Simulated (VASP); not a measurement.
# W16S: single point with PBE

System: W16S, a slab with vacuum.

```
CELL_PARAMETERS angstrom
6.36712 0.00000 0.00000
0.00000 6.36712 0.00000
0.00000 0.00000 20.14231
ATOMIC_POSITIONS crystal
W 0.25000 0.25000 0.19859
W 0.25000 0.75000 0.19859
W 0.75000 0.25000 0.19859
W 0.75000 0.75000 0.19859
W 0.00000 0.00000 0.27761
W 0.00000 0.50000 0.27761
W 0.50000 0.00000 0.27761
W 0.50000 0.50000 0.27761
W 0.25000 0.25000 0.35993
W 0.25000 0.75000 0.35993
W 0.75000 0.25000 0.35993
W 0.75000 0.75000 0.35993
W 0.00000 0.00000 0.42906
W 0.00000 0.50000 0.42906
W 0.50000 0.00000 0.42906
W 0.50000 0.50000 0.42906
S 0.00000 0.06250 0.53646
```

| Quantity | Value |
| --- | --- |
| Program | VASP 6.6.1 |
| Task | single point |
| Functional | PBE |
| Potentials or basis | VASP PAW PBE potentials, release 64 (W_sv, S) |
| Cutoff | 520 eV |
| k mesh | 4 × 4 × 1 |
| Occupations | gaussian, width 0.1 eV |
| Spin | no spin polarisation |
| Dipole correction | yes |
| Further INCAR settings | LREAL = Auto; ALGO = Normal; EDIFF = 1e-06; NBANDS = 129 |

- Largest force: 2.501 eV/Å
- Band gap on the k mesh: zero (bands 115 and 116 overlap by 0.24 eV)

Forces on the atoms (eV/Å):
```
W    0.028  0.023  2.088
W    0.034 -0.030  2.080
W   -0.028  0.023  2.088
W   -0.034 -0.030  2.080
W    0.000  0.004 -2.302
W    0.000  0.026 -2.009
W    0.000 -0.004 -2.033
W    0.000  0.033 -2.501
W    0.458  0.469 -0.518
W    0.642 -0.566 -0.363
W   -0.458  0.469 -0.518
W   -0.642 -0.566 -0.363
W    0.000 -0.118  2.373
W    0.000  0.082  0.170
W    0.000 -0.024 -0.087
W    0.000 -0.031 -0.191
S    0.000  0.238  0.006
```

Levels at points of the mesh, in eV from the Fermi level:
| k point | band 113 | band 114 | band 115 | band 116 | band 117 | band 118 | band 119 | band 120 |
| --- | --- | --- | --- | --- | --- | --- | --- | --- |
| (0.00, 0.00, 0.00) | -0.18 | 0.13 | 0.20 | 0.27 | 0.35 | 0.76 | 0.84 | 0.99 |
| (0.50, 0.00, 0.00) | -0.17 | -0.12 | -0.12 | -0.03 | -0.01 | 0.33 | 0.70 | 0.79 |
| (0.00, 0.50, 0.00) | -0.17 | -0.12 | -0.12 | -0.03 | -0.01 | 0.41 | 0.70 | 0.79 |
| (0.50, 0.50, 0.00) | -0.16 | -0.13 | -0.04 | -0.04 | -0.01 | -0.01 | 0.11 | 0.14 |

It took 30 min on 1 thread of Intel(R) Xeon(R) 6975P-C (Granite Rapids), with other jobs on the host, peak memory 1.1 GiB.

Caveat: spin-orbit coupling is left out, which moves the levels of the heavy elements.
